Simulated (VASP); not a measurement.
# SrTiO3 (Pm-3m) in VASP: a series of runs

The runs below take SrTiO3 through single point, with r2SCAN, PBE.

Everything below comes from runs of VASP 6.6.1. Logs are shortened: lines on timing, memory, paths and dates and some standing lists are left out, and cuts for length are marked.

## Step 1: The cell of the first run

Symmetry: Pm-3m, No. 221, cubic system. The conventional cell has a = 3.867 Å, b = 3.867 Å, c = 3.867 Å, α = 90.00°, β = 90.00°, γ = 90.00°. Sr (site symmetry m-3m) has 12 O at 2.73 Å and 8 Ti at 3.35 Å within 3.6 Å. Within 2.6 Å of Ti (site symmetry m-3m) lie 6 O at 1.93 Å. Within 2.6 Å of O (site symmetry 4/mmm) lie 2 Ti at 1.93 Å.

## Step 2: Single point, r2SCAN (11.57 Å³/atom)

The input, POSCAR:

```
SrTiO3
1.0
    3.8673856555      0.0000000000      0.0000000000
    0.0000000000      3.8673856555      0.0000000000
    0.0000000000      0.0000000000      3.8673856555
Sr Ti O
1 1 3
Direct
    0.5000000000      0.5000000000      0.5000000000
    0.0000000000      0.0000000000      0.0000000000
    0.5000000000      0.0000000000      0.0000000000
    0.0000000000      0.5000000000      0.0000000000
    0.0000000000      0.0000000000      0.5000000000
```

The input, INCAR.step1:

```
SYSTEM = SrTiO3
  PREC = Accurate
  ENCUT = 910
  ISMEAR = 0
  SIGMA = 0.01
  LREAL = .False.
  LASPH = .True.
  NELM = 120
  NBANDS = 28
  GGA = PE
  ALGO = Normal
  EDIFF = 1E-5
  LWAVE = .True.
  LCHARG = .False.
  GGA_COMPAT = .False.
```

The input, INCAR.step2:

```
SYSTEM = SrTiO3
  PREC = Accurate
  ENCUT = 910
  EDIFF = 1E-6
  ISMEAR = 0
  SIGMA = 0.01
  LREAL = .False.
  LASPH = .True.
  NELM = 120
  ALGO = Normal
  ISIF = 2
  LWAVE = .False.
  LCHARG = .True.
  METAGGA = R2SCAN
  LMIXTAU = .True.
  LELF = .True.
  LVHAR = .True.
  NBANDS = 28
  ISTART = 1
  GGA_COMPAT = .False.
```

The input, KPOINTS:

```
regular mesh
0
Gamma
  6 6 6
  0 0 0
```

Potentials or basis: VASP PAW PBE potentials, release 64 (Sr_sv, Ti_sv, O_h).

The run is started by

```
cat potpaw_PBE.64/Sr_sv/POTCAR potpaw_PBE.64/Ti_sv/POTCAR potpaw_PBE.64/O_h/POTCAR > POTCAR
cp INCAR.step1 INCAR
mpirun -np 1 vasp_std > vasp.out
cp INCAR.step2 INCAR
mpirun -np 1 vasp_std > vasp.out
```

OUTCAR:

```text
SYSTEM = SrTiO3
   PREC = Accurate
   ENCUT = 910
   EDIFF = 1E-6
   ISMEAR = 0
   LREAL = .False.
   LASPH = .True.
   NELM = 120
   ISIF = 2
   METAGGA = R2SCAN
   ISTART = 1

 ion  position               nearest neighbor table
   1  0.500  0.500  0.500-   3 2.73   4 2.73   5 2.73   3 2.73   4 2.73   3 2.73   5 2.73   3 2.73
                             4 2.73   5 2.73   4 2.73   5 2.73   2 3.35   2 3.35   2 3.35   2 3.35
   2  0.000  0.000  0.000-   3 1.93   4 1.93   5 1.93   5 1.93   4 1.93   3 1.93   1 3.35   1 3.35
                             1 3.35   1 3.35   1 3.35   1 3.35   1 3.35   1 3.35
   3  0.500  0.000  0.000-   2 1.93   2 1.93   1 2.73   1 2.73   1 2.73   1 2.73
   4  0.000  0.500  0.000-   2 1.93   2 1.93   1 2.73   1 2.73   1 2.73   1 2.73
   5  0.000  0.000  0.500-   2 1.93   2 1.93   1 2.73   1 2.73   1 2.73   1 2.73

  LATTYP: Found a simple cubic cell.
 ALAT       =     3.8673856555

  Lattice vectors:

 A1 = (   3.8673856555,   0.0000000000,   0.0000000000)
 A2 = (   0.0000000000,   3.8673856555,   0.0000000000)
 A3 = (   0.0000000000,   0.0000000000,   3.8673856555)

Analysis of symmetry for initial positions (statically):
=====================================================================
 Subroutine PRICEL returns:
 Original cell was already a primitive cell.

 Routine SETGRP: Setting up the symmetry group for a
 simple cubic supercell.

 Subroutine GETGRP returns: Found 48 space group operations
 (whereof 48 operations were pure point group operations)
 out of a pool of 48 trial point group operations.

The static configuration has the point symmetry O_h .

Analysis of symmetry for dynamics (positions and initial velocities):
=====================================================================
 Subroutine PRICEL returns:
 Original cell was already a primitive cell.

 Routine SETGRP: Setting up the symmetry group for a
 simple cubic supercell.

 Subroutine GETGRP returns: Found 48 space group operations
 (whereof 48 operations were pure point group operations)
 out of a pool of 48 trial point group operations.

The dynamic configuration has the point symmetry O_h .

 Subroutine INISYM returns: Found 48 space group operations
 (whereof 48 operations are pure point group operations),
 and found     1 'primitive' translations

----------------------------------------------------------------------------------------

                                     Primitive cell

  volume of cell :      57.8432

  direct lattice vectors                    reciprocal lattice vectors
     3.867385656  0.000000000  0.000000000     0.258572609  0.000000000  0.000000000
     0.000000000  3.867385656  0.000000000     0.000000000  0.258572609  0.000000000
     0.000000000  0.000000000  3.867385656     0.000000000  0.000000000  0.258572609

  length of vectors
     3.867385656  3.867385656  3.867385656     0.258572609  0.258572609  0.258572609

  position of ions in fractional coordinates (direct lattice)
     0.500000000  0.500000000  0.500000000
     0.000000000  0.000000000  0.000000000
     0.500000000  0.000000000  0.000000000
     0.000000000  0.500000000  0.000000000
     0.000000000  0.000000000  0.500000000

  ion indices of the primitive-cell ions
   primitive index   ion index
                 1           1
                 2           2
                 3           3
                 4           4
                 5           5

----------------------------------------------------------------------------------------

 KPOINTS: regular mesh

Automatic generation of k-mesh.
 Grid dimensions read from file:
 generate k-points for:    6    6    6

 Generating k-lattice:

  Cartesian coordinates                     Fractional coordinates (reciprocal lattice)
     0.043095435  0.000000000  0.000000000     0.166666667  0.000000000  0.000000000
     0.000000000  0.043095435  0.000000000     0.000000000  0.166666667  0.000000000
     0.000000000  0.000000000  0.043095435     0.000000000  0.000000000  0.166666667

  Length of vectors
     0.043095435  0.043095435  0.043095435

  Shift w.r.t. Gamma in fractional coordinates (k-lattice)
     0.000000000  0.000000000  0.000000000

 Subroutine IBZKPT returns following result:
 ===========================================

 Found     20 irreducible k-points:

 Following reciprocal coordinates:
            Coordinates               Weight
  0.000000  0.000000  0.000000      1.000000
  0.166667  0.000000  0.000000      6.000000
  0.333333  0.000000  0.000000      6.000000
  0.500000  0.000000  0.000000      3.000000
  0.166667  0.166667  0.000000     12.000000
  0.333333  0.166667  0.000000     24.000000
[... 12 lines left out ...]
  0.500000  0.500000  0.333333      6.000000
  0.500000  0.500000  0.500000      1.000000
   k-points           NKPTS =     20   k-points in BZ     NKDIM =     20   number of bands    NBANDS=     28
   number of dos      NEDOS =    301   number of ions     NIONS =      5
   total plane-waves  NPLWV =  64000
   dimension x,y,z NGX =    40 NGY =   40 NGZ =   40
   dimension x,y,z NGXF=    80 NGYF=   80 NGZF=   80
   ions per type =               1   1   3
   NGX,Y,Z   is equivalent  to a cutoff of  17.19, 17.19, 17.19 a.u.
   NGXF,Y,Z  is equivalent  to a cutoff of  34.39, 34.39, 34.39 a.u.
 SYSTEM =  SrTiO3
   PREC   = accura    normal or accurate (medium, high low for compatibility)
   ISTART =      1    job   : 0-new  1-cont  2-samecut
   ICHARG =      0    charge: 1-file 2-atom 10-const
   ISPIN  =      1    spin polarized calculation?
   LNONCOLLINEAR =      F non collinear calculations
   LSORBIT =      F    spin-orbit coupling
   LASPH  =      T    aspherical Exc in radial PAW
   ENCUT  =  910.0 eV  66.88 Ry    8.18 a.u.   9.51  9.51  9.51*2*pi/ulx,y,z
   NELM   =    120;   NELMIN=  2; NELMDL=  0     # of ELM steps
   EDIFF  = 0.1E-05   stopping-criterion for ELM
   LREAL  =      F    real-space projection
   EDIFFG = 0.1E-04   stopping-criterion for IOM
   NSW    =      0    number of steps for IOM
   IBRION =     -1    ionic relax: 0-MD 1-quasi-New 2-CG
   NFREE  =      0    steps in history (QN), initial steepest desc. (CG)
   ISIF   =      2    stress and relaxation
   ISYM   =      2    0-nonsym 1-usesym 2-fastsym
   POTIM  = 0.5000    time-step for ionic-motion
   TEBEG  =    0.0;   TEEND  =   0.0 temperature during run
   PSTRESS=    0.0 pullay stress
   NELECT =      40.0000    total number of electrons
   NUPDOWN=      -1.0000    fix difference up-down
   EMIN   =  10.00;   EMAX   =-10.00  energy-range for DOS
   EFERMI =   0.00;   METHOD = LEGACY
   ISMEAR =     0;   SIGMA  =   0.01  broadening in eV -4-tet -1-fermi 0-gaus
   EFERMI_NEDOS =   21; number of points for ismear=-14 and -15
   IALGO  =     38    algorithm
   IMIX   =      4    mixing-type and parameters
     AMIX     =   0.40;   BMIX     =  1.00
     AMIX_MAG =   1.60;   BMIX_MAG =  1.00
  volume/ion in A,a.u.               =      11.57        78.07
  Fermi-wavevector in a.u.,A,eV,Ry     =   1.447696  2.735749 28.515409  2.095823
  Thomas-Fermi vector in A             =   2.565621
   LORBIT       =      0    0 simple, 1 ext, 2 COOP (PROOUT), +10 PAW based schemes
   METAGGA = R2SCAN    functional components
   LHFCALC =     F    Hartree Fock is set to
   AEXX    =    0.0000 exact exchange contribution
   IVDW    =     0    specifies the selected vdW correction
   LEPSILON=     F    determine dielectric tensor
   LRPA    =     F    only Hartree local field effects (RPA)
 non-spin polarized calculation
 Gauss-broadening in eV      SIGMA  =   0.01
  energy-cutoff  :      910.00
  volume of cell :       57.84
 maximum number of plane-waves:      3695
 NGX is ok and might be reduce to    40
   NGX = 19   NGY = 19   NGZ = 19

 number of electron      39.9999999 magnetization

 Free energy of the ion-electron system (eV)
  ---------------------------------------------------
  ext. energy  EPLUGINS =         0.00000000
  ---------------------------------------------------
  free energy    TOTEN  =       -63.31633024 eV

  energy without entropy =      -63.31633024  energy(sigma->0) =      -63.31633024

 E-fermi :   4.6002     XC(G=0): -12.1057

 val. band max:        4.4803054357   @ k =   0.5000   0.5000   0.5000
 cond. band min:       6.8307241851   @ k =   0.0000   0.0000   0.0000
 fundamental gap:      2.3504187494
 Fermi energy:         4.6001819622

 k-point     1 :       0.0000    0.0000    0.0000
  band No.  band energies     occupation
      1     -54.0514      2.00000
      2     -29.2947      2.00000
      3     -29.2708      2.00000
      4     -29.2708      2.00000
      5     -29.2708      2.00000
      6     -14.0395      2.00000
[... 20 lines left out ...]
     27      10.4980      0.00000
     28      11.8457      0.00000

 k-point     2 :       0.1667    0.0000    0.0000
  band No.  band energies     occupation
      1     -54.0509      2.00000
      2     -29.3556      2.00000
      3     -29.2700      2.00000
      4     -29.2700      2.00000
      5     -29.2259      2.00000
      6     -14.0444      2.00000
[... 20 lines left out ...]
     27      10.9881      0.00000
     28      12.4978      0.00000

 k-point     3 :       0.3333    0.0000    0.0000
  band No.  band energies     occupation
      1     -54.0500      2.00000
      2     -29.4228      2.00000
      3     -29.2682      2.00000
      4     -29.2682      2.00000
      5     -29.1901      2.00000
      6     -14.1491      2.00000
[... 20 lines left out ...]
     27      12.0736      0.00000
     28      13.3822      0.00000

 k-point     4 :       0.5000    0.0000    0.0000
  band No.  band energies     occupation
      1     -54.0495      2.00000
      2     -29.4513      2.00000
      3     -29.2674      2.00000
      4     -29.2674      2.00000
      5     -29.1771      2.00000
      6     -14.2247      2.00000
[... 20 lines left out ...]
     27      12.7287      0.00000
     28      13.2884      0.00000

 k-point     5 :       0.1667    0.1667    0.0000
  band No.  band energies     occupation
      1     -54.0505      2.00000
      2     -29.3666      2.00000
      3     -29.2932      2.00000
      4     -29.2691      2.00000
      5     -29.2074      2.00000
      6     -13.9994      2.00000
[... 20 lines left out ...]
     27      11.4418      0.00000
     28      12.8718      0.00000

 k-point     6 :       0.3333    0.1667    0.0000
  band No.  band energies     occupation
      1     -54.0495      2.00000
      2     -29.4093      2.00000
      3     -29.2958      2.00000
      4     -29.2674      2.00000
      5     -29.1929      2.00000
      6     -14.0173      2.00000
[... 339 lines left out ...]
      5     -29.2198      2.00000
      6     -13.3019      2.00000
[... 20 lines left out ...]
     27      13.1892      0.00000
     28      13.1892      0.00000

 k-point    18 :       0.5000    0.3333    0.3333
  band No.  band energies     occupation
      1     -54.0466      2.00000
      2     -29.3653      2.00000
      3     -29.3341      2.00000
      4     -29.3335      2.00000
      5     -29.2269      2.00000
      6     -13.1439      2.00000
[... 20 lines left out ...]
     27      13.1299      0.00000
     28      13.4011      0.00000

 k-point    19 :       0.5000    0.5000    0.3333
  band No.  band energies     occupation
      1     -54.0461      2.00000
      2     -29.3564      2.00000
      3     -29.3564      2.00000
      4     -29.3327      2.00000
      5     -29.2297      2.00000
      6     -12.8472      2.00000
[... 20 lines left out ...]
     27      13.1000      0.00000
     28      13.6851      0.00000

 k-point    20 :       0.5000    0.5000    0.5000
  band No.  band energies     occupation
      1     -54.0456      2.00000
      2     -29.3553      2.00000
      3     -29.3553      2.00000
      4     -29.3553      2.00000
      5     -29.2245      2.00000
      6     -12.6408      2.00000
[... 20 lines left out ...]
     27      13.6853      0.00000
     28      13.6853      0.00000

------------------------ aborting loop because EDIFF is reached ----------------------------------------

  FORCE on cell =-STRESS in cart. coord.  units (eV):
  Direction    XX          YY          ZZ          XY          YZ          ZX
  --------------------------------------------------------------------------------------
  -------------------------------------------------------------------------------------
  Total        2.5249264      2.5249264      2.5249264      0.0000000      0.0000000     -0.0000000
  in kB       69.9369763     69.9369763     69.9369763      0.0000000      0.0000000     -0.0000000
  external PRESSURE =      69.9369763 kB  Pullay stress =       0.0000000 kB

 VOLUME and BASIS-vectors are now :
 -----------------------------------------------------------------------------
  energy-cutoff  :      910.00
  volume of cell :       57.84
      direct lattice vectors                 reciprocal lattice vectors
     3.867385656  0.000000000  0.000000000     0.258572609  0.000000000  0.000000000
     0.000000000  3.867385656  0.000000000     0.000000000  0.258572609  0.000000000
     0.000000000  0.000000000  3.867385656     0.000000000  0.000000000  0.258572609

 POSITION                                       TOTAL-FORCE (eV/Angst)
 -----------------------------------------------------------------------------------
      1.93369      1.93369      1.93369         0.000000      0.000000      0.000000
      0.00000      0.00000      0.00000         0.000000      0.000000      0.000000
      1.93369      0.00000      0.00000         0.000000      0.000000      0.000000
      0.00000      1.93369      0.00000         0.000000      0.000000      0.000000
      0.00000      0.00000      1.93369         0.000000      0.000000      0.000000
 -----------------------------------------------------------------------------------
    total drift:                               -0.000000      0.000000     -0.000000

  FREE ENERGIE OF THE ION-ELECTRON SYSTEM (eV)
  ---------------------------------------------------
  free  energy   TOTEN  =       -63.3163302351 eV

  energy  without entropy=      -63.3163302351  energy(sigma->0) =      -63.31633024
```

Wall time 6.3 min (1 thread of AMD EPYC 7R43 (Zen 3), shared host); peak memory 0.28 GiB.

What came out:

```
Free energy            : -63.3163 eV
Pressure               : 7.0 GPa
Band gap on the k mesh : 2.35 eV (least direct gap 2.71 eV)
```

Levels at points of the mesh, in eV from the valence-band top:
```csv
k point,band 18,band 19,band 20,band 21,band 22,band 23
"(0.00, 0.00, 0.00)",-0.36,-0.36,-0.36,2.35,2.35,2.35
"(0.50, 0.00, 0.00)",-2.09,-0.76,-0.76,2.53,4.35,4.35
"(0.50, 0.50, 0.00)",-1.63,-1.63,-0.10,4.36,4.36,4.86
"(0.50, 0.50, 0.50)",0.00,0.00,0.00,5.09,5.09,5.09
```

Caveat: the cutoff is under 1.25 times the usual one of these potentials, so pressure, stress and relaxed cells hold a basis-set (Pulay) error; the cell stands under pressure; the PAW data sets were made with another functional, which shifts forces and pressure a little.

## Step 3: Single point, PBE

This run uses another cell than the first one, of 11.93 Å³/atom.

The input, INCAR:

```
PREC = Accurate
ENCUT = 520
EDIFF = 1E-7
ISMEAR = 0
SIGMA = 0.01
LREAL = False
LASPH = True
NELM = 80
ALGO = Normal
ISIF = 2
LWAVE = False
LCHARG = True
GGA = PE
LELF = True
LVHAR = True
NBANDS = 28
```

The input, KPOINTS:

```
regular mesh
0
Gamma
  4 4 4
```

POSCAR, as its differences from that of step 2:

```diff
@@ -2,5 +2,5 @@
 1.0
-    3.8673856555      0.0000000000      0.0000000000
-    0.0000000000      3.8673856555      0.0000000000
-    0.0000000000      0.0000000000      3.8673856555
+    3.9068514982      0.0000000000      0.0000000000
+    0.0000000000      3.9068514982      0.0000000000
+    0.0000000000      0.0000000000      3.9068514982
 Sr Ti O
```

Potentials or basis: VASP PAW PBE potentials, release 64 (Sr_sv, Ti_sv, O).

The run is started by

```
cat potpaw_PBE.64/Sr_sv/POTCAR potpaw_PBE.64/Ti_sv/POTCAR potpaw_PBE.64/O/POTCAR > POTCAR
mpirun -np 1 vasp_std > vasp.out
```

Run time: 19 s. Hardware: 1 thread of AMD EPYC 7R43 (Zen 3), shared host; peak memory 0.14 GiB.

Results (log left out):

| Quantity | Value |
| --- | --- |
| Free energy | -40.0610 eV |
| Pressure | 4.8 GPa |
| Band gap on the k mesh | 1.83 eV (least direct gap 2.19 eV) |

Levels at points of the mesh, in eV from the valence-band top:
```
           k point  band 16  band 17  band 18  band 19  band 20  band 21  band 22  band 23  band 24  band 25
(0.00, 0.00, 0.00)    -1.17    -1.17    -0.36    -0.36    -0.36     1.83     1.83     1.83     4.27     4.27
(0.50, 0.00, 0.00)    -2.35    -2.35    -1.98    -0.73    -0.73     2.00     3.76     3.76     4.29     6.49
(0.50, 0.50, 0.00)    -2.85    -1.73    -1.57    -1.57    -0.09     3.76     3.76     4.21     5.26     7.88
(0.50, 0.50, 0.50)    -3.74    -3.74     0.00     0.00     0.00     4.43     4.43     4.43     6.93     6.93
```

Caveat: the cell stands under pressure.
